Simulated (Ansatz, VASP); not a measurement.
## Two plane-wave programs on C

Contents of INCAR:

```
PREC = Accurate
ENCUT = 520
EDIFF = 1E-6
ISMEAR = 0
SIGMA = 0.01
LREAL = F
LASPH = T
NELM = 60
ALGO = Normal
ISIF = 2
LWAVE = F
LCHARG = F
GGA = PE
NBANDS = 26
```

The input KPOINTS:

```
regular mesh
0
Gamma
  9 9 4
```

POSCAR

```
C
1.0
    2.5429297700      0.0000000000      0.0000000000
   -1.2714648850      2.2022417809      0.0000000000
    0.0000000000      0.0000000000      8.3866920690
C
8
Direct
    0.0000000000      0.0000000000      0.0007812096
    0.3333333333      0.6666666667      0.2492781312
    0.0000000000      0.0000000000      0.5007812096
    0.6666666667      0.3333333333      0.7492781312
    0.0000000000      0.0000000000      0.1867187904
    0.3333333333      0.6666666667      0.4382218688
    0.0000000000      0.0000000000      0.6867187904
    0.6666666667      0.3333333333      0.9382218688
```

Input for Ansatz:

```yaml
crystal:
  lattice:
    - [2.54292977, 0.0, 0.0]
    - [-1.271464885, 2.2022417809, 0.0]
    - [0.0, 0.0, 8.386692069]
  atoms:
    - { symbol: C, position: [0.0, 0.0, 0.0007812096] }
    - { symbol: C, position: [0.3333333333, 0.6666666667, 0.2492781312] }
    - { symbol: C, position: [0.0, 0.0, 0.5007812096] }
    - { symbol: C, position: [0.6666666667, 0.3333333333, 0.7492781312] }
    - { symbol: C, position: [0.0, 0.0, 0.1867187904] }
    - { symbol: C, position: [0.3333333333, 0.6666666667, 0.4382218688] }
    - { symbol: C, position: [0.0, 0.0, 0.6867187904] }
    - { symbol: C, position: [0.6666666667, 0.3333333333, 0.9382218688] }
kpoints:
  mp_grid: { grid: [9, 9, 4] }
hamiltonian:
  xc: pbe
scf:
  occupations: { method: fixed }
  n_extra_bands: 6
output:
  forces: true
  stress: true
  eigenvalues: true
```

Alike in both runs: task single point; functional PBE; k mesh 9 × 9 × 4; no spin polarisation.

|  | VASP | Ansatz |
| --- | --- | --- |
| version | VASP 6.6.1 | Ansatz 0.2.0 |
| potentials or method | VASP PAW PBE potentials, release 64 (C) | plane waves, PAW |
| plane-wave cutoff (eV) | 520 | 420 |
| occupations | gaussian, width 0.01 eV | fixed |
| valence electrons in the cell | 32 | 32 |

|  | VASP | Ansatz | Ansatz less VASP |
| --- | --- | --- | --- |
| gap on the k mesh at the Fermi level (eV) | 4.48 | 4.49 | +0.010 |
| pressure (GPa) | -11.6 | -12.1 | -0.55 |
| traceless stress, the component that is largest in VASP (GPa) | -0.09 | -0.04 | +0.053 |
| rms of the force components (eV/Å) | 0.009 | 0.011 | +0.0016 |

Atom by atom the forces differ by 0.002 eV/Å (rms over components).
